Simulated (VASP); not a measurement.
A run of VASP 6.6.1 is set up as follows.

File INCAR:

```
ALGO = Normal
EDIFF = 1E-6
ENCUT = 520
GGA = PE
ISIF = 2
ISMEAR = -1
LASPH = True
LCHARG = False
LREAL = Auto
LWAVE = False
NBANDS = 52
NELM = 100
PREC = Accurate
SIGMA = 0.02
```

Contents of KPOINTS:

```
k-points
0
Gamma
  2 2 1
```

POSCAR

```
MgC18
1.0
    7.3980000000      0.0000000000      0.0000000000
   -3.6990000000      6.4068560000      0.0000000000
    0.0000000000      0.0000000000     13.0000000000
C Mg
18 1
Direct
    0.0088574761     -0.0011550127      0.0760230769
    0.2267478169      0.1150798457      0.0751923077
    0.0055436325      0.3275241398      0.0695692308
    0.2321470821      0.4374220366      0.0703076923
    0.0021061344      0.6648502791      0.0730153846
    0.2248907083      0.7669752528      0.0666615385
    0.3346905619     -0.0075856239      0.0621230769
    0.5642890507      0.1106002695      0.0607384615
    0.3399782101      0.3306457957      0.0719846154
    0.5623823838      0.4444457625      0.0677846154
    0.3455301481      0.6665671899      0.0623538462
    0.5643333319      0.7755441983      0.0671461538
    0.6753315995     -0.0100829486      0.0662692308
    0.8943147986      0.0978483050      0.0766000000
    0.6784419141      0.3350941554      0.0666230769
    0.9071157021      0.4495652782      0.0746384615
    0.6750192120      0.6576080374      0.0628846154
    0.9002214392      0.7714080042      0.0748538462
    0.3831873309      0.5679696875      0.3723461538
```

Potentials or basis: VASP PAW PBE potentials, release 64 (C, Mg).

The run is started by

```console
$ cat potpaw_PBE.64/C/POTCAR potpaw_PBE.64/Mg/POTCAR > POTCAR
$ mpirun -np 1 vasp_std > vasp.out
```

Question: Estimate the band gap on the k mesh.

Answer: 0.09 eV.

Question: Estimate the largest force.

Answer: 4.570 eV/Å.

Forces in eV/Å, atoms in the order of the input:
```
C    0.684 -1.296  0.280
C    2.288 -2.583 -0.783
C    2.004 -0.342  0.941
C   -2.193  1.169 -0.485
C    3.998 -0.916  0.151
C    0.617  2.951 -0.282
C    0.989  1.207  0.823
C    0.337 -1.754  0.530
C    0.290  0.223 -0.088
C    2.019 -1.622 -0.339
C   -1.083 -1.652  0.818
C    0.583 -1.398 -0.877
C   -2.409  2.120  0.239
C   -1.253  3.348 -0.957
C    0.267 -0.126  0.383
C   -3.169 -3.137 -1.001
C   -0.439  2.559  1.495
C   -3.530  1.250 -0.860
Mg   0.002 -0.001  0.011
```

Caveat: the k points lie up to 0.49 Å⁻¹ apart.
